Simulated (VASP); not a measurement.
**TiPt3: electric field gradients with PBEsol**

Crystal: TiPt3.

```
Ti Pt
1.0
     3.89700    0.00000    0.00000
     0.00000    3.89700    0.00000
     0.00000    0.00000    3.85803
Ti Pt
1 3
Cartesian
  0.0000 0.0000 0.0000
  0.0000 1.9485 1.9290
  1.9485 0.0000 1.9290
  1.9485 1.9485 0.0000
```

This cell differs from its parent crystal: zz strain of -1 %.

```json
{
 "Program": "VASP 6.6.1",
 "Task": "electric field gradients",
 "Functional": "PBEsol",
 "Potentials or basis": "VASP PAW PBE potentials, release 64 (Ti_sv, Pt)",
 "Cutoff": "520 eV",
 "k mesh": "9 × 9 × 9",
 "Occupations": "fermi-dirac, width 0.05 eV",
 "Spin": "no spin polarisation",
 "Dipole correction": "no",
 "Further INCAR settings": "ALGO = Normal; EDIFF = 1e-08; NBANDS = 29"
}
```

- Pressure: 3.0 GPa
- Band gap on the k mesh: zero (band 21 reaches 13.30 eV, above the bottom of band 22 at 11.70 eV)

Stress tensor (GPa, compression positive):
```
2.43 0.00 0.00
0.00 2.43 0.00
0.00 0.00 4.22
```

Levels at points of the mesh, in eV from the Fermi level:
```
           k point  band 17  band 18  band 19  band 20  band 21  band 22  band 23  band 24  band 25  band 26
(0.00, 0.00, 0.00)    -0.53    -0.01     0.07     0.07     1.40     1.43     1.46     1.46     1.66     2.04
```

Electric field gradients, principal values (V/Å²):
| atom | least | middle | greatest (by size) |
| --- | --- | --- | --- |
| 1 Ti | 0.308 | 0.308 | -0.616 |
| 2 Pt | 29.146 | 38.861 | -68.007 |
| 3 Pt | 29.146 | 38.861 | -68.007 |
| 4 Pt | 33.997 | 33.997 | -67.995 |

Run time: 64 s on 1 thread of AMD EPYC 9R45 96-Core Processor (Zen 5) (shared host), peak memory 0.22 GiB.

Caveat: the cell differs from its parent crystal (zz strain of -1 %); without QUAD_EFG the Cq values of the log hold for a quadrupole moment of 1 mb, not for the nuclei; the PAW data sets were made with another functional, which shifts forces and pressure a little; spin-orbit coupling is left out, which moves the levels of the heavy elements.
